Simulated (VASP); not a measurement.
Input of a VASP 6.6.1 run:

The input POSCAR:

```
Sn
1.0
    0.0000000000      3.3289000167      3.3289000167
    3.3289000167      0.0000000000      3.3289000167
    3.3289000167      3.3289000167      0.0000000000
Sn
2
Direct
    0.5000000000      0.5000000000      0.5000000000
    0.7500000000      0.7500000000      0.7500000000
```

The input INCAR.step1:

```
  PREC = Accurate
  ENCUT = 520
  EDIFF = 1E-5
  ISMEAR = -1
  SIGMA = 0.1
  LREAL = F
  LASPH = T
  NELM = 60
  ALGO = Normal
  ISIF = 2
  LWAVE = T
  LCHARG = F
  NBANDS = 21
  GGA = PE
```

Contents of INCAR.step2:

```
  PREC = Accurate
  ENCUT = 520
  EDIFF = 1E-6
  ISMEAR = -1
  SIGMA = 0.1
  LREAL = F
  LASPH = T
  NELM = 60
  ALGO = Normal
  ISIF = 2
  LWAVE = F
  LCHARG = F
  GGA = PE
  LHFCALC = T
  HFSCREEN = 0.2079
  PRECFOCK = Normal
  NBANDS = 21
  ISTART = 1
```

The input KPOINTS:

```
regular mesh
0
Gamma
  4 4 4
```

Potentials or basis: VASP PAW PBE potentials, release 64 (Sn_d).

The run is started by

```bash
$ cat potpaw_PBE.64/Sn_d/POTCAR > POTCAR
$ cp INCAR.step1 INCAR
$ mpirun -np 1 vasp_std > vasp.out
$ cp INCAR.step2 INCAR
$ mpirun -np 1 vasp_std > vasp.out
```

Task: Estimate the band gap on the k mesh.

Result: Zero (filled and empty bands touch).

Task: Estimate the pressure.

Result: -1.4 GPa.

Caveat: the k points lie up to 0.41 Å⁻¹ apart; the PAW data sets were made with another functional, which shifts forces and pressure a little; spin-orbit coupling is left out, which moves the levels of the heavy elements.
